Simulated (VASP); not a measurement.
# BaTiO3 (R3m) in VASP: single point with PBEsol

Aim: the single point of BaTiO3 with PBEsol.

Everything below comes from runs of VASP 6.6.1. Logs are shortened: lines on timing, memory, paths and dates and some standing lists are left out, and cuts for length are marked.

## Step 1: The cell of the first run

The structure is trigonal, space group R3m (No. 160). The conventional cell has a = 5.655 Å, b = 5.655 Å, c = 6.955 Å, α = 90.00°, β = 90.00°, γ = 120.00°. Within 3.7 Å of Ba (site symmetry 3m) lie 12 O at 2.79 to 2.89 Å and 8 Ti at 3.37 to 3.59 Å. Within 2.5 Å of Ti (site symmetry 3m) lie 6 O at 1.87 to 2.14 Å. O (site symmetry m) has 2 Ti at 1.87 to 2.14 Å within 2.5 Å. Within 2.5 Å of O (site symmetry m) lie 2 Ti at 1.87 to 2.14 Å.

## Step 2: Single point, PBEsol

Contents of INCAR:

```
SYSTEM = BaTiO3
PREC = Accurate
ENCUT = 600
EDIFF = 1E-6
ISMEAR = 0
SIGMA = 0.02
LREAL = .FALSE.
LASPH = .TRUE.
NELM = 120
ALGO = Normal
ISIF = 2
LWAVE = .FALSE.
LCHARG = .FALSE.
GGA = PS
NBANDS = 96
GGA_COMPAT = .FALSE.
```

Contents of KPOINTS:

```
Automatic mesh
0
G
  2 2 4
  0 0 0
```

Contents of POSCAR:

```
BaTiO3
1.0
    5.6547340000      3.2647620000      4.6367860000
   -5.6547340000      3.2647620000      4.6367860000
    0.0000000000     -3.2647620000      2.3183930000
Ba Ti O
4 4 12
Direct
    0.0000000000      0.0000000000      0.0000000000
    0.0000000000      0.5000000000      0.0000000000
    0.5000000000      0.0000000000      0.0000000000
    0.5000000000      0.5000000000      0.0000000000
    0.2422500000      0.2422500000      0.4845000000
    0.2422500000      0.7422500000      0.4845000000
    0.7422500000      0.2422500000      0.4845000000
    0.7422500000      0.7422500000      0.4845000000
    0.2543000000      0.2543000000      0.0175000000
    0.0087500000      0.2543000000      0.5086000000
    0.2543000000      0.0087500000      0.5086000000
    0.2543000000      0.7543000000      0.0175000000
    0.0087500000      0.7543000000      0.5086000000
    0.2543000000      0.5087500000      0.5086000000
    0.7543000000      0.2543000000      0.0175000000
    0.5087500000      0.2543000000      0.5086000000
    0.7543000000      0.0087500000      0.5086000000
    0.7543000000      0.7543000000      0.0175000000
    0.5087500000      0.7543000000      0.5086000000
    0.7543000000      0.5087500000      0.5086000000
```

Potentials or basis: VASP PAW PBE potentials, release 64 (Ba_sv, Ti_sv, O).

Command:

```sh
$ cat potpaw_PBE.64/Ba_sv/POTCAR potpaw_PBE.64/Ti_sv/POTCAR potpaw_PBE.64/O/POTCAR > POTCAR
$ mpirun -np 1 vasp_std > vasp.out
```

OUTCAR:

```text
SYSTEM = BaTiO3
   PREC = Accurate
   ENCUT = 600
   EDIFF = 1E-6
   ISMEAR = 0
   LREAL = .FALSE.
   LASPH = .TRUE.
   NELM = 120
   ISIF = 2
   GGA = PS

 ion  position               nearest neighbor table
   1  0.000  0.000  0.000-  18 2.79  17 2.79  13 2.79  11 2.83  10 2.83  17 2.83  13 2.83  12 2.83
                            15 2.83   9 2.89  10 2.89  11 2.89   5 3.37   5 3.43   7 3.43   6 3.43
   2  0.000  0.500  0.000-  15 2.79  10 2.79  20 2.79  13 2.83  14 2.83  20 2.83  10 2.83  18 2.83
                             9 2.83  12 2.89  14 2.89  13 2.89   6 3.37   6 3.43   8 3.43   5 3.43
   3  0.500  0.000  0.000-  12 2.79  11 2.79  19 2.79  17 2.83  16 2.83  19 2.83  11 2.83  18 2.83
                             9 2.83  15 2.89  17 2.89  16 2.89   7 3.37   7 3.43   8 3.43   5 3.43
   4  0.500  0.500  0.000-   9 2.79  14 2.79  16 2.79  19 2.83  20 2.83  16 2.83  14 2.83  15 2.83
                            12 2.83  18 2.89  19 2.89  20 2.89   8 3.37   8 3.43   6 3.43   7 3.43
   5  0.242  0.242  0.484-   9 1.87  10 1.87  11 1.87   9 2.14  14 2.14  16 2.14   1 3.37   1 3.43
                             3 3.43   2 3.43   4 3.50   2 3.50   3 3.50   4 3.59
   6  0.242  0.742  0.484-  12 1.87  13 1.87  14 1.87  12 2.14  11 2.14  19 2.14   2 3.37   2 3.43
                             4 3.43   1 3.43   3 3.50   1 3.50   4 3.50   3 3.59
   7  0.742  0.242  0.484-  15 1.87  16 1.87  17 1.87  15 2.14  10 2.14  20 2.14   3 3.37   3 3.43
                             4 3.43   1 3.43   2 3.50   1 3.50   4 3.50   2 3.59
   8  0.742  0.742  0.484-  18 1.87  19 1.87  20 1.87  18 2.14  17 2.14  13 2.14   4 3.37   4 3.43
                             2 3.43   3 3.43   1 3.50   3 3.50   2 3.50   1 3.59
   9  0.254  0.254  0.017-   5 1.87   5 2.14   4 2.79   3 2.83   2 2.83   1 2.89
  10  0.009  0.254  0.509-   5 1.87   7 2.14   2 2.79   1 2.83   2 2.83   1 2.89
  11  0.254  0.009  0.509-   5 1.87   6 2.14   3 2.79   1 2.83   3 2.83   1 2.89
  12  0.254  0.754  0.017-   6 1.87   6 2.14   3 2.79   1 2.83   4 2.83   2 2.89
  13  0.009  0.754  0.509-   6 1.87   8 2.14   1 2.79   2 2.83   1 2.83   2 2.89
  14  0.254  0.509  0.509-   6 1.87   5 2.14   4 2.79   2 2.83   4 2.83   2 2.89
  15  0.754  0.254  0.017-   7 1.87   7 2.14   2 2.79   1 2.83   4 2.83   3 2.89
  16  0.509  0.254  0.509-   7 1.87   5 2.14   4 2.79   3 2.83   4 2.83   3 2.89
  17  0.754  0.009  0.509-   7 1.87   8 2.14   1 2.79   3 2.83   1 2.83   3 2.89
  18  0.754  0.754  0.017-   8 1.87   8 2.14   1 2.79   2 2.83   3 2.83   4 2.89
  19  0.509  0.754  0.509-   8 1.87   6 2.14   3 2.79   4 2.83   3 2.83   4 2.89
  20  0.754  0.509  0.509-   8 1.87   7 2.14   2 2.79   4 2.83   2 2.83   4 2.89

  LATTYP: Found a base centered monoclinic cell.
 ALAT       =    11.3416851176
 B/A-ratio  =     0.9971594065
 C/A-ratio  =     0.3530515863
 COS(beta)  =    -0.0040172870

  Lattice vectors:

 A1 = (  -5.6547340000,  -3.2647620000,  -4.6367860000)
 A2 = (   5.6547340000,  -3.2647620000,  -4.6367860000)
 A3 = (   0.0000000000,  -3.2647620000,   2.3183930000)

Analysis of symmetry for initial positions (statically):
=====================================================================
 Subroutine PRICEL returns following result:

  LATTYP: Found a trigonal (rhomboedric) cell.
 ALAT       =     4.0042000430
 COS(alpha) =     0.0028446280

  Lattice vectors:

 A1 = (   2.8273670000,   1.6323810000,   2.3183930000)
 A2 = (  -2.8273670000,   1.6323810000,   2.3183930000)
 A3 = (   0.0000000000,  -3.2647620000,   2.3183930000)

   4 primitive cells build up your supercell.

 Routine SETGRP: Setting up the symmetry group for a
 base centered monoclinic supercell.

 Subroutine GETGRP returns: Found  2 space group operations
 (whereof  2 operations were pure point group operations)
 out of a pool of  4 trial point group operations.

The static configuration has the point symmetry C_1h.

Analysis of symmetry for dynamics (positions and initial velocities):
=====================================================================
 Subroutine PRICEL returns following result:

  LATTYP: Found a trigonal (rhomboedric) cell.
 ALAT       =     4.0042000430
 COS(alpha) =     0.0028446280

  Lattice vectors:

 A1 = (   2.8273670000,   1.6323810000,   2.3183930000)
 A2 = (  -2.8273670000,   1.6323810000,   2.3183930000)
 A3 = (   0.0000000000,  -3.2647620000,   2.3183930000)

   4 primitive cells build up your supercell.

 Routine SETGRP: Setting up the symmetry group for a
 base centered monoclinic supercell.

 Subroutine GETGRP returns: Found  2 space group operations
 (whereof  2 operations were pure point group operations)
 out of a pool of  4 trial point group operations.

The dynamic configuration has the point symmetry C_1h.

[... 68 lines left out ...]
|                                                                             |
|     Results are often still useful ...                                      |
|                                                                             |
 -----------------------------------------------------------------------------

 Subroutine IBZKPT returns following result:
 ===========================================

 Found      9 irreducible k-points:

 Following reciprocal coordinates:
            Coordinates               Weight
  0.000000  0.000000  0.000000      1.000000
  0.500000  0.000000  0.000000      2.000000
  0.500000  0.500000  0.000000      1.000000
  0.000000  0.000000  0.250000      2.000000
  0.500000  0.000000  0.250000      4.000000
  0.500000  0.500000  0.250000      2.000000
  0.000000  0.000000  0.500000      1.000000
  0.500000  0.000000  0.500000      2.000000
  0.500000  0.500000  0.500000      1.000000
   k-points           NKPTS =      9   k-points in BZ     NKDIM =      9   number of bands    NBANDS=     96
   number of dos      NEDOS =    301   number of ions     NIONS =     20
   total plane-waves  NPLWV = 131072
   dimension x,y,z NGX =    64 NGY =   64 NGZ =   32
   dimension x,y,z NGXF=   128 NGYF=  128 NGZF=   64
   ions per type =               4   4  12
   NGX,Y,Z   is equivalent  to a cutoff of  13.29, 13.29, 13.29 a.u.
   NGXF,Y,Z  is equivalent  to a cutoff of  26.57, 26.57, 26.57 a.u.
 SYSTEM =  BaTiO3
   PREC   = accura    normal or accurate (medium, high low for compatibility)
   ISTART =      0    job   : 0-new  1-cont  2-samecut
   ICHARG =      2    charge: 1-file 2-atom 10-const
   ISPIN  =      1    spin polarized calculation?
   LNONCOLLINEAR =      F non collinear calculations
   LSORBIT =      F    spin-orbit coupling
   LASPH  =      T    aspherical Exc in radial PAW
   ENCUT  =  600.0 eV  44.10 Ry    6.64 a.u.  15.99 15.99  8.00*2*pi/ulx,y,z
   NELM   =    120;   NELMIN=  2; NELMDL= -5     # of ELM steps
   EDIFF  = 0.1E-05   stopping-criterion for ELM
   LREAL  =      F    real-space projection
   EDIFFG = 0.1E-04   stopping-criterion for IOM
   NSW    =      0    number of steps for IOM
   IBRION =     -1    ionic relax: 0-MD 1-quasi-New 2-CG
   NFREE  =      0    steps in history (QN), initial steepest desc. (CG)
   ISIF   =      2    stress and relaxation
   ISYM   =      2    0-nonsym 1-usesym 2-fastsym
   POTIM  = 0.5000    time-step for ionic-motion
   TEBEG  =    0.0;   TEEND  =   0.0 temperature during run
   PSTRESS=    0.0 pullay stress
   NELECT =     160.0000    total number of electrons
   NUPDOWN=      -1.0000    fix difference up-down
   EMIN   =  10.00;   EMAX   =-10.00  energy-range for DOS
   EFERMI =   0.00;   METHOD = LEGACY
   ISMEAR =     0;   SIGMA  =   0.02  broadening in eV -4-tet -1-fermi 0-gaus
   EFERMI_NEDOS =   21; number of points for ismear=-14 and -15
   IALGO  =     38    algorithm
   IMIX   =      4    mixing-type and parameters
     AMIX     =   0.40;   BMIX     =  1.00
     AMIX_MAG =   1.60;   BMIX_MAG =  1.00
  volume/ion in A,a.u.               =      12.84        86.65
  Fermi-wavevector in a.u.,A,eV,Ry     =   1.398237  2.642285 26.600301  1.955067
  Thomas-Fermi vector in A             =   2.521415
   LORBIT       =      0    0 simple, 1 ext, 2 COOP (PROOUT), +10 PAW based schemes
   GGA     = PS    functional components
   LHFCALC =     F    Hartree Fock is set to
   AEXX    =    0.0000 exact exchange contribution
   IVDW    =     0    specifies the selected vdW correction
   LEPSILON=     F    determine dielectric tensor
   LRPA    =     F    only Hartree local field effects (RPA)
 non-spin polarized calculation
 Gauss-broadening in eV      SIGMA  =   0.02
  energy-cutoff  :      600.00
  volume of cell :      256.80
 maximum number of plane-waves:      8634
 NGX is ok and might be reduce to    64
   NGX = 31   NGY = 31   NGZ = 15

 number of electron     159.9999983 magnetization

 Free energy of the ion-electron system (eV)
  ---------------------------------------------------
  ext. energy  EPLUGINS =         0.00000000
  ---------------------------------------------------
  free energy    TOTEN  =      -168.03814376 eV

  energy without entropy =     -168.03814376  energy(sigma->0) =     -168.03814376

 E-fermi :   3.9042     XC(G=0): -11.4931

 val. band max:        3.6233182539   @ k =   0.0000   0.0000   0.5000
 cond. band min:       5.9599848296   @ k =   0.0000   0.0000   0.0000
 fundamental gap:      2.3366665756
 Fermi energy:         3.9042264536

 k-point     1 :       0.0000    0.0000    0.0000
  band No.  band energies     occupation
      1     -52.4034      2.00000
      2     -52.4023      2.00000
      3     -52.4023      2.00000
      4     -52.4013      2.00000
      5     -28.8280      2.00000
      6     -28.8280      2.00000
[... 844 lines left out ...]
     91       7.6924      0.00000
     92       7.6924      0.00000
 [bands above 92 left out]

------------------------ aborting loop because EDIFF is reached ----------------------------------------

  FORCE on cell =-STRESS in cart. coord.  units (eV):
  Direction    XX          YY          ZZ          XY          YZ          ZX
  --------------------------------------------------------------------------------------
  -------------------------------------------------------------------------------------
  Total        0.8481887      0.8490597      0.5252537      0.0000000     -0.0005922      0.0000000
  in kB        5.2917711      5.2972053      3.2770097      0.0000000     -0.0036949      0.0000000
  external PRESSURE =       4.6219954 kB  Pullay stress =       0.0000000 kB

 VOLUME and BASIS-vectors are now :
 -----------------------------------------------------------------------------
  energy-cutoff  :      600.00
  volume of cell :      256.80
      direct lattice vectors                 reciprocal lattice vectors
     5.654734000  3.264762000  4.636786000     0.088421489  0.051050174  0.071888876
    -5.654734000  3.264762000  4.636786000    -0.088421489  0.051050174  0.071888876
     0.000000000 -3.264762000  2.318393000     0.000000000 -0.204200694  0.143777752

 POSITION                                       TOTAL-FORCE (eV/Angst)
 -----------------------------------------------------------------------------------
      0.00000      0.00000      0.00000         0.000000     -0.000007     -0.129617
     -2.82737      1.63238      2.31839         0.000000     -0.000007     -0.129617
      2.82737      1.63238      2.31839         0.000000     -0.000007     -0.129617
      0.00000      3.26476      4.63679         0.000000     -0.000007     -0.129617
      0.00000      0.00000      3.36978         0.000000     -0.000035      0.069802
     -2.82737      1.63238      5.68818         0.000000     -0.000035      0.069802
[... 12 lines left out ...]
     -1.38852      2.46310      7.03563        -0.081905     -0.047295      0.019954
      1.38852      2.46310      7.03563         0.081905     -0.047295      0.019954
 -----------------------------------------------------------------------------------
    total drift:                               -0.000000      0.000117      0.001242

  FREE ENERGIE OF THE ION-ELECTRON SYSTEM (eV)
  ---------------------------------------------------
  free  energy   TOTEN  =      -168.0381437611 eV

  energy  without entropy=     -168.0381437611  energy(sigma->0) =     -168.03814376
```

Wall time 6.9 min (1 thread of Intel Xeon Platinum 8488C (Sapphire Rapids), shared host); peak memory 0.48 GiB.

What came out:

| Quantity | Value |
| --- | --- |
| Free energy | -168.0381 eV |
| Pressure | 0.5 GPa |
| Largest force | 0.130 eV/Å |
| Band gap on the k mesh | 2.34 eV |

Forces on the atoms (eV/Å):
```
Ba   0.000  0.000 -0.130
Ba   0.000  0.000 -0.130
Ba   0.000  0.000 -0.130
Ba   0.000  0.000 -0.130
Ti   0.000  0.000  0.070
Ti   0.000  0.000  0.070
Ti   0.000  0.000  0.070
Ti   0.000  0.000  0.070
O    0.000  0.095  0.020
O   -0.082 -0.047  0.020
O    0.082 -0.047  0.020
O    0.000  0.095  0.020
O   -0.082 -0.047  0.020
O    0.082 -0.047  0.020
O    0.000  0.095  0.020
O   -0.082 -0.047  0.020
O    0.082 -0.047  0.020
O    0.000  0.095  0.020
O   -0.082 -0.047  0.020
O    0.082 -0.047  0.020
```

Stress tensor (GPa, compression positive):
```
0.53 0.00 0.00
0.00 0.53 0.00
0.00 0.00 0.33
```

Levels at points of the mesh, in eV from the valence-band top:
```
           k point  band 78  band 79  band 80  band 81  band 82  band 83
(0.00, 0.00, 0.00)    -0.40    -0.40    -0.10     2.34     2.34     2.48
(0.50, 0.00, 0.00)    -0.63    -0.51    -0.51     2.43     2.43     3.05
(0.50, 0.50, 0.00)    -0.52    -0.50    -0.50     2.97     2.97     3.05
(0.00, 0.00, 0.50)    -0.02    -0.02     0.00     2.52     3.78     3.86
(0.50, 0.00, 0.50)    -0.51    -0.05    -0.05     3.15     3.15     3.82
(0.50, 0.50, 0.50)    -0.51    -0.51    -0.51     3.52     3.52     3.62
```

Caveat: the PAW data sets were made with another functional, which shifts forces and pressure a little; spin-orbit coupling is left out, which moves the levels of the heavy elements.
